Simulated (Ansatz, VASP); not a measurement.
## Re: VASP beside Ansatz

```xyz
1
Lattice="0.0000 2.2042 1.6185 2.2042 0.0000 1.6185 2.2042 2.2042 0.0000" Properties=species:S:1:pos:R:3 pbc="T T T"
Re    0.0000    0.0000    0.0000
```

Alike in both runs: task single point; functional PBE; k mesh 10 × 10 × 10; occupations gaussian, width 0.15 eV; no spin polarisation.

|  | VASP | Ansatz |
| --- | --- | --- |
| version | VASP 6.6.1 | Ansatz 0.2.0 |
| potentials or method | VASP PAW PBE potentials, release 64 (Re), cutoff 520 eV | scalar-relativistic, plane waves, PAW |
| valence electrons in the cell | 7 | 15 |

Ansatz gave:

```
gap on the k mesh at the Fermi level (eV)                     : none
pressure (GPa)                                                : -13.3
traceless stress, the component that is largest in VASP (GPa) : -0.27
```

Task: What did VASP give for the same quantities?

Result: gap on the k mesh at the Fermi level (eV): none; pressure (GPa): -14.0; traceless stress, the component that is largest in VASP (GPa): -0.12.

A gap of «none» marks a metal or a gap that the smearing closes. VASP's potentials hold 7 valence electrons a cell and Ansatz's 15, so a difference there can come from the potentials and not from the codes.

Neither program's run includes spin-orbit coupling.
